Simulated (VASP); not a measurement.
# In (P6/mmm) in VASP: further runs

In is run at these levels: PBE; tasks: single point.

All numbers are computed with VASP 6.6.1; they aren't measurements. Logs are shortened: lines on timing, memory, paths and dates and some standing lists are left out, and cuts for length are marked.

## Step 1: The cell of the first run

The structure is hexagonal, space group P6/mmm (No. 191). Conventional cell: a = 5.454 Å, b = 5.454 Å, c = 3.381 Å, α = 90.00°, β = 90.00°, γ = 120.00°. In (site symmetry 6/mmm) has 14 In at 3.38 to 3.57 Å within 4.4 Å. Within 4.1 Å of In (site symmetry -6m2) lie 11 In at 3.15 to 3.57 Å.

## Step 2: Single point, PBE (volume scaled by 1.04)

Contents of INCAR:

```
SYSTEM = In
ALGO = Normal
EDIFF = 1E-6
ENCUT = 520
GGA = PE
ISIF = 2
ISMEAR = -1
LASPH = .TRUE.
LCHARG = .FALSE.
LREAL = .FALSE.
LWAVE = .FALSE.
NBANDS = 26
NELM = 60
PREC = Accurate
SIGMA = 0.1
```

Contents of KPOINTS:

```
k-points
0
G
  8 8 11
  0 0 0
```

Contents of POSCAR:

```
In
1.0
    5.4538606169      0.0000000000      0.0000000000
   -2.7269303085      4.7231818429      0.0000000000
    0.0000000000      0.0000000000      3.3813477659
In
3
Direct
    0.0000000000      1.0000000000      0.0000000000
    0.3333333333      0.6666666667      0.5000000000
    0.6666666667      0.3333333333      0.5000000000
```

Potentials or basis: VASP PAW PBE potentials, release 64 (In_d).

Started as:

```sh
cat potpaw_PBE.64/In_d/POTCAR > POTCAR
mpirun -np 1 vasp_std > vasp.out
```

OUTCAR:

```text
SYSTEM = In
   EDIFF = 1E-6
   ENCUT = 520
   GGA = PE
   ISIF = 2
   ISMEAR = -1
   LASPH = .TRUE.
   LREAL = .FALSE.
   NELM = 60
   PREC = Accurate

 ion  position               nearest neighbor table
   1  0.000  0.000  0.000-   2 3.57   3 3.57   2 3.57   3 3.57   2 3.57   2 3.57   3 3.57   3 3.57
                             3 3.57   3 3.57   2 3.57   2 3.57
   2  0.333  0.667  0.500-   3 3.15   3 3.15   3 3.15   1 3.57   1 3.57   1 3.57   1 3.57   1 3.57
                             1 3.57
   3  0.667  0.333  0.500-   2 3.15   2 3.15   2 3.15   1 3.57   1 3.57   1 3.57   1 3.57   1 3.57
                             1 3.57

  LATTYP: Found a hexagonal cell.
 ALAT       =     5.4538606169
 C/A-ratio  =     0.6199915992

  Lattice vectors:

 A1 = (   5.4538606169,   0.0000000000,   0.0000000000)
 A2 = (  -2.7269303085,   4.7231818429,   0.0000000000)
 A3 = (   0.0000000000,   0.0000000000,   3.3813477659)

Analysis of symmetry for initial positions (statically):
=====================================================================
 Subroutine PRICEL returns:
 Original cell was already a primitive cell.

 Routine SETGRP: Setting up the symmetry group for a
 hexagonal supercell.

 Subroutine GETGRP returns: Found 24 space group operations
 (whereof 24 operations were pure point group operations)
 out of a pool of 24 trial point group operations.

The static configuration has the point symmetry D_6h.

Analysis of symmetry for dynamics (positions and initial velocities):
=====================================================================
 Subroutine PRICEL returns:
 Original cell was already a primitive cell.

 Routine SETGRP: Setting up the symmetry group for a
 hexagonal supercell.

 Subroutine GETGRP returns: Found 24 space group operations
 (whereof 24 operations were pure point group operations)
 out of a pool of 24 trial point group operations.

The dynamic configuration has the point symmetry D_6h.

 Subroutine INISYM returns: Found 24 space group operations
 (whereof 24 operations are pure point group operations),
 and found     1 'primitive' translations

----------------------------------------------------------------------------------------

                                     Primitive cell

  volume of cell :      87.1021

  direct lattice vectors                    reciprocal lattice vectors
     5.453860617  0.000000000  0.000000000     0.183356354  0.105860841  0.000000000
    -2.726930309  4.723181843  0.000000000     0.000000000  0.211721681  0.000000000
     0.000000000  0.000000000  3.381347766     0.000000000  0.000000000  0.295740063

  length of vectors
     5.453860617  5.453860617  3.381347766     0.211721681  0.211721681  0.295740063

  position of ions in fractional coordinates (direct lattice)
     0.000000000  0.000000000  0.000000000
     0.333333333  0.666666667  0.500000000
     0.666666667  0.333333333  0.500000000

  ion indices of the primitive-cell ions
   primitive index   ion index
                 1           1
                 2           2
                 3           3

----------------------------------------------------------------------------------------

 KPOINTS: k-points

Automatic generation of k-mesh.
 Grid dimensions read from file:
 generate k-points for:    8    8   11

 Generating k-lattice:

  Cartesian coordinates                     Fractional coordinates (reciprocal lattice)
     0.022919544  0.013232605  0.000000000     0.125000000  0.000000000  0.000000000
     0.000000000  0.026465210  0.000000000     0.000000000  0.125000000  0.000000000
     0.000000000  0.000000000  0.026885460     0.000000000  0.000000000  0.090909091

  Length of vectors
     0.026465210  0.026465210  0.026885460

  Shift w.r.t. Gamma in fractional coordinates (k-lattice)
     0.000000000  0.000000000  0.000000000

 Subroutine IBZKPT returns following result:
 ===========================================

 Found     60 irreducible k-points:

 Following reciprocal coordinates:
            Coordinates               Weight
  0.000000  0.000000  0.000000      1.000000
  0.125000  0.000000  0.000000      6.000000
  0.250000  0.000000  0.000000      6.000000
  0.375000 -0.000000  0.000000      6.000000
  0.500000  0.000000  0.000000      3.000000
  0.125000  0.125000  0.000000      6.000000
[... 16 lines left out ...]
  0.250000  0.000000  0.181818     12.000000
  0.375000 -0.000000  0.181818     12.000000
 [... further k-points ...]
   k-points           NKPTS =     60   k-points in BZ     NKDIM =     60   number of bands    NBANDS=     26
   number of dos      NEDOS =    301   number of ions     NIONS =      3
   total plane-waves  NPLWV =  49392
   dimension x,y,z NGX =    42 NGY =   42 NGZ =   28
   dimension x,y,z NGXF=    84 NGYF=   84 NGZF=   56
   ions per type =               3
   NGX,Y,Z   is equivalent  to a cutoff of  12.80, 12.80, 13.77 a.u.
   NGXF,Y,Z  is equivalent  to a cutoff of  25.61, 25.61, 27.53 a.u.
 SYSTEM =  In
   PREC   = accura    normal or accurate (medium, high low for compatibility)
   ISTART =      0    job   : 0-new  1-cont  2-samecut
   ICHARG =      2    charge: 1-file 2-atom 10-const
   ISPIN  =      1    spin polarized calculation?
   LNONCOLLINEAR =      F non collinear calculations
   LSORBIT =      F    spin-orbit coupling
   LASPH  =      T    aspherical Exc in radial PAW
   ENCUT  =  520.0 eV  38.22 Ry    6.18 a.u.  10.14 10.14  6.29*2*pi/ulx,y,z
   NELM   =     60;   NELMIN=  2; NELMDL= -5     # of ELM steps
   EDIFF  = 0.1E-05   stopping-criterion for ELM
   LREAL  =      F    real-space projection
   EDIFFG = 0.1E-04   stopping-criterion for IOM
   NSW    =      0    number of steps for IOM
   IBRION =     -1    ionic relax: 0-MD 1-quasi-New 2-CG
   NFREE  =      0    steps in history (QN), initial steepest desc. (CG)
   ISIF   =      2    stress and relaxation
   ISYM   =      2    0-nonsym 1-usesym 2-fastsym
   POTIM  = 0.5000    time-step for ionic-motion
   TEBEG  =    0.0;   TEEND  =   0.0 temperature during run
   PSTRESS=    0.0 pullay stress
   NELECT =      39.0000    total number of electrons
   NUPDOWN=      -1.0000    fix difference up-down
   EMIN   =  10.00;   EMAX   =-10.00  energy-range for DOS
   EFERMI =   0.00;   METHOD = LEGACY
   ISMEAR =    -1;   SIGMA  =   0.10  broadening in eV -4-tet -1-fermi 0-gaus
   EFERMI_NEDOS =   21; number of points for ismear=-14 and -15
   IALGO  =     38    algorithm
   IMIX   =      4    mixing-type and parameters
     AMIX     =   0.40;   BMIX     =  1.00
     AMIX_MAG =   1.60;   BMIX_MAG =  1.00
  volume/ion in A,a.u.               =      29.03       195.93
  Fermi-wavevector in a.u.,A,eV,Ry     =   1.252430  2.366750 21.341845  1.568581
  Thomas-Fermi vector in A             =   2.386331
   LORBIT       =      0    0 simple, 1 ext, 2 COOP (PROOUT), +10 PAW based schemes
   GGA     = PE    functional components
   LHFCALC =     F    Hartree Fock is set to
   AEXX    =    0.0000 exact exchange contribution
   IVDW    =     0    specifies the selected vdW correction
   LEPSILON=     F    determine dielectric tensor
   LRPA    =     F    only Hartree local field effects (RPA)
 non-spin polarized calculation
  energy-cutoff  :      520.00
  volume of cell :       87.10
 maximum number of plane-waves:      2364
 NGX is ok and might be reduce to    42
   NGX = 21   NGY = 21   NGZ = 13

 number of electron      39.0000017 magnetization

 Free energy of the ion-electron system (eV)
  ---------------------------------------------------
  ext. energy  EPLUGINS =         0.00000000
  ---------------------------------------------------
  free energy    TOTEN  =        -7.61043586 eV

  energy without entropy =       -7.54532372  energy(sigma->0) =       -7.57787979

 E-fermi :   6.4544     XC(G=0):  -9.7619

 val. band max:        6.4296156917   @ k =   0.2500   0.1250   0.2727
 cond. band min:       6.4639787327   @ k =   0.3750  -0.0000   0.4545
 fundamental gap:      0.0343630410
 Fermi energy:         6.4543574879

 k-point     1 :       0.0000    0.0000    0.0000
  band No.  band energies     occupation
      1      -8.3423      2.00000
      2      -8.1624      2.00000
      3      -8.1624      2.00000
      4      -8.1582      2.00000
      5      -8.1381      2.00000
      6      -8.0725      2.00000
[... 18 lines left out ...]
     25      16.2818      0.00000
     26      16.3014      0.00000

 k-point     2 :       0.1250    0.0000    0.0000
  band No.  band energies     occupation
      1      -8.3371      2.00000
      2      -8.1927      2.00000
      3      -8.1820      2.00000
      4      -8.1614      2.00000
      5      -8.1247      2.00000
      6      -8.0876      2.00000
[... 18 lines left out ...]
     25      15.5763      0.00000
     26      15.8889      0.00000

 k-point     3 :       0.2500    0.0000    0.0000
  band No.  band energies     occupation
      1      -8.3239      2.00000
      2      -8.2388      2.00000
      3      -8.2171      2.00000
      4      -8.1710      2.00000
      5      -8.1311      2.00000
      6      -8.1074      2.00000
[... 18 lines left out ...]
     25      14.3268      0.00000
     26      14.5314      0.00000

 k-point     4 :       0.3750   -0.0000    0.0000
  band No.  band energies     occupation
      1      -8.3105      2.00000
      2      -8.2748      2.00000
      3      -8.2432      2.00000
      4      -8.1837      2.00000
      5      -8.1391      2.00000
      6      -8.1209      2.00000
[... 18 lines left out ...]
     25      12.7600      0.00000
     26      13.7497      0.00000
[... 496 lines left out ...]
      1      -8.2668      2.00000
      2      -8.1875      2.00000
      3      -8.1859      2.00000
      4      -8.1566      2.00000
      5      -8.1506      2.00000
      6      -8.0957      2.00000
[... 18 lines left out ...]
     25      12.9296      0.00000
     26      14.2432      0.00000

 k-point    23 :       0.2500    0.0000    0.1818
  band No.  band energies     occupation
      1      -8.2691      2.00000
      2      -8.2251      2.00000
      3      -8.2148      2.00000
      4      -8.1545      2.00000
      5      -8.1391      2.00000
      6      -8.0929      2.00000
[... 18 lines left out ...]
     25      12.4502      0.00000
     26      13.6153      0.00000

 k-point    24 :       0.3750   -0.0000    0.1818
  band No.  band energies     occupation
      1      -8.2775      2.00000
      2      -8.2502      2.00000
      3      -8.2258      2.00000
      4      -8.1498      2.00000
      5      -8.1344      2.00000
      6      -8.0864      2.00000
[... 18 lines left out ...]
     25      12.1246      0.00000
     26      12.3143      0.00000

 [... further k-points ...]

------------------------ aborting loop because EDIFF is reached ----------------------------------------

  FORCE on cell =-STRESS in cart. coord.  units (eV):
  Direction    XX          YY          ZZ          XY          YZ          ZX
  --------------------------------------------------------------------------------------
  -------------------------------------------------------------------------------------
  Total       -0.5539891     -0.5539891     -0.7029183      0.0000000     -0.0000000     -0.0000000
  in kB      -10.1902134    -10.1902134    -12.9296543      0.0000000     -0.0000000     -0.0000000
  external PRESSURE =     -11.1033604 kB  Pullay stress =       0.0000000 kB

 VOLUME and BASIS-vectors are now :
 -----------------------------------------------------------------------------
  energy-cutoff  :      520.00
  volume of cell :       87.10
      direct lattice vectors                 reciprocal lattice vectors
     5.453860617  0.000000000  0.000000000     0.183356354  0.105860841  0.000000000
    -2.726930309  4.723181843  0.000000000     0.000000000  0.211721681  0.000000000
     0.000000000  0.000000000  3.381347766     0.000000000  0.000000000  0.295740063

 POSITION                                       TOTAL-FORCE (eV/Angst)
 -----------------------------------------------------------------------------------
      0.00000      0.00000      0.00000         0.000000      0.000000     -0.000000
     -0.00000      3.14879      1.69067        -0.000000      0.000000      0.000000
      2.72693      1.57439      1.69067         0.000000     -0.000000     -0.000000
 -----------------------------------------------------------------------------------
    total drift:                                0.000000      0.000000     -0.000000

  FREE ENERGIE OF THE ION-ELECTRON SYSTEM (eV)
  ---------------------------------------------------
  free  energy   TOTEN  =        -7.6104358564 eV

  energy  without entropy=       -7.5453237212  energy(sigma->0) =       -7.57787979
```

It took 3.4 min on 1 thread of AMD EPYC 7R13, shared host; peak memory 0.24 GiB.

What came out:

| Quantity | Value |
| --- | --- |
| Free energy | -7.6104 eV |
| Pressure | -1.1 GPa |

Stress tensor (GPa, compression positive):
```
-1.02  0.00  0.00
 0.00 -1.02  0.00
 0.00  0.00 -1.29
```

Caveat: spin-orbit coupling is left out, which moves the levels of the heavy elements.

## Step 3: Single point, PBE (volume scaled by 1.08)

Contents of INCAR:

```
PREC     = Accurate       # precision mode
ENCUT    = 520            # plane-wave cutoff, eV
EDIFF    = 1E-7           # SCF threshold, eV
ISMEAR   = -1             # smearing method
SIGMA    = 0.1            # smearing width, eV
LREAL    = False          # projectors in reciprocal space
LASPH    = True           # aspherical terms in the spheres
NELM     = 60             # most SCF steps
ALGO     = Normal         # electronic algorithm
ISIF     = 2              # what is computed and relaxed
LWAVE    = False          # write WAVECAR
LCHARG   = False          # write CHGCAR
GGA      = PE             # functional
NBANDS   = 26             # bands
```

Contents of KPOINTS:

```
regular mesh
0
Gamma
  8 8 11
```

Contents of POSCAR:

```
In
1.0
    5.5229041568      0.0000000000      0.0000000000
   -2.7614520784      4.7829753024      0.0000000000
    0.0000000000      0.0000000000      3.4241541806
In
3
Direct
    0.0000000000      1.0000000000      0.0000000000
    0.3333333333      0.6666666667      0.5000000000
    0.6666666667      0.3333333333      0.5000000000
```

Potentials or basis: VASP PAW PBE potentials, release 64 (In_d).

Started as:

```sh
cat potpaw_PBE.64/In_d/POTCAR > POTCAR
mpirun -np 1 vasp_std > vasp.out
```

Wall time 4.3 min (1 thread of AMD EPYC 7R13, shared host); peak memory 0.24 GiB.

Results (log left out):

```
Free energy : -7.5786 eV
Pressure    : -2.0 GPa
```

Stress tensor (GPa, compression positive):
```
-1.95  0.00  0.00
 0.00 -1.95  0.00
 0.00  0.00 -2.19
```

Levels at points of the mesh, in eV from the Fermi level:
```
           k point  band 15  band 16  band 17  band 18  band 19  band 20  band 21  band 22  band 23  band 24
(0.00, 0.00, 0.00)   -14.36    -8.70    -2.96    -2.72    -0.81    -0.81    -0.67    -0.67     4.20     7.38
(0.50, 0.00, 0.00)   -14.33    -6.96    -6.92    -3.91    -2.69     3.07     3.21     4.38     4.57     5.81
```

Caveat: spin-orbit coupling is left out, which moves the levels of the heavy elements.

## Step 4: Single point, PBE (volume scaled by 1.12)

Contents of INCAR:

```
SYSTEM = In
PREC = Accurate
ENCUT = 520
EDIFF = 1E-6
ISMEAR = -1
SIGMA = 0.1
LREAL = .FALSE.
LASPH = .TRUE.
NELM = 80
ALGO = Normal
ISIF = 2
LWAVE = .FALSE.
LCHARG = .FALSE.
GGA = PE
NBANDS = 26
```

Contents of KPOINTS:

```
regular mesh
0
G
  8 8 11
  0 0 0
```

Contents of POSCAR:

```
In
1.0
    5.5902632851      0.0000000000      0.0000000000
   -2.7951316426      4.8413100187      0.0000000000
    0.0000000000      0.0000000000      3.4659162743
In
3
Direct
    0.0000000000      1.0000000000      0.0000000000
    0.3333333333      0.6666666667      0.5000000000
    0.6666666667      0.3333333333      0.5000000000
```

Started as:

```sh
cat potpaw_PBE.64/In_d/POTCAR > POTCAR
mpirun -np 1 vasp_std > vasp.out
```

It took 3.8 min on 1 thread of AMD EPYC 7R13, shared host; peak memory 0.24 GiB.

The run converged. Its results:

| Quantity | Value |
| --- | --- |
| Free energy | -7.5297 eV |
| Pressure | -2.8 GPa |

Stress tensor (GPa, compression positive):
```
-2.68  0.00  0.00
 0.00 -2.68  0.00
 0.00  0.00 -2.89
```

Levels at points of the mesh, in eV from the Fermi level:
| k point | band 16 | band 17 | band 18 | band 19 | band 20 | band 21 | band 22 | band 23 |
| --- | --- | --- | --- | --- | --- | --- | --- | --- |
| (0.00, 0.00, 0.00) | -8.49 | -3.01 | -2.78 | -0.75 | -0.75 | -0.60 | -0.60 | 4.10 |
| (0.50, 0.00, 0.00) | -6.81 | -6.76 | -3.91 | -2.56 | 2.94 | 3.07 | 4.28 | 4.49 |

Caveat: spin-orbit coupling is left out, which moves the levels of the heavy elements.

## Step 5: Summary

| cell | gap on the mesh (eV) | pressure (GPa) |
| --- | --- | --- |
| a = 5.454, b = 5.454, c = 3.381 Å, angles 90.0, 90.0, 120.0°, 3 atoms | none | -1.1 |
| a = 5.523, b = 5.523, c = 3.424 Å, angles 90.0, 90.0, 120.0°, 3 atoms | none | -2.0 |
| a = 5.590, b = 5.590, c = 3.466 Å, angles 90.0, 90.0, 120.0°, 3 atoms | none | -2.8 |

Alike in all rows: task single point; level PBE; potentials or basis VASP PAW PBE potentials, release 64 (In_d); no spin polarisation; k mesh 8 × 8 × 11; cutoff (eV) 520; smearing fermi-dirac 0.1 eV.

Caveats: spin-orbit coupling is left out, which moves the levels of the heavy elements.

Total energies depend on the potentials used, so only differences within one code and one set of settings carry meaning.
